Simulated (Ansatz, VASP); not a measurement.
## Two plane-wave programs on Tl

```xyz
1
Lattice="-2.0032 2.0032 1.9575 2.0032 -2.0032 1.9575 2.0032 2.0032 -1.9575" Properties=species:S:1:pos:R:3 pbc="T T T"
Tl    0.0000    0.0000    0.0000
```

Alike in both runs: functional PBE; k mesh 16 × 16 × 16; occupations gaussian, width 0.1 eV; no spin polarisation.

Ansatz relaxed the structure, and its values are those at the end. VASP's run is a single point on that final structure, the one shown.

|  | VASP | Ansatz |
| --- | --- | --- |
| version | VASP 6.6.1 | Ansatz 0.2.0 |
| potentials or method | VASP PAW PBE potentials, release 64 (Tl_d), cutoff 520 eV | scalar-relativistic, plane waves, PAW |
| valence electrons in the cell | 13 | 13 |

Ansatz gave:

```
gap on the k mesh at the Fermi level (eV) : none
pressure (GPa)                            : 0.0
```

Q: Which values does VASP return?

A: gap on the k mesh at the Fermi level (eV): none; pressure (GPa): -0.1.

A gap of «none» marks a metal or a gap that the smearing closes. With one functional, cell and mesh, what is left measures potentials, basis and numerics.

Neither program's run includes spin-orbit coupling.
